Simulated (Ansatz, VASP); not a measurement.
One calculation of Ga, two programs

```
Ga
1.0
    -1.78632    1.78632    1.78632
     1.78632   -1.78632    1.78632
     1.78632    1.78632   -1.78632
Ga
1
Direct
  0.00000 0.00000 0.00000
```

Alike in both runs: task single point; functional BLYP; k mesh 14 × 14 × 14; occupations fermi-dirac, width 0.1 eV; no spin polarisation.

|  | VASP | Ansatz |
| --- | --- | --- |
| version | VASP 6.6.1 | Ansatz 0.2.0 |
| potentials or method | VASP PAW PBE potentials, release 64 (Ga_d), cutoff 520 eV | plane waves (420 eV) with PAW, scalar-relativistic |
| valence electrons in the cell | 13 | 13 |

|  | VASP | Ansatz | Ansatz less VASP |
| --- | --- | --- | --- |
| pressure (GPa) | -0.9 | -0.9 | +0.02 |

VASP's potentials were made for PBE, not for BLYP.
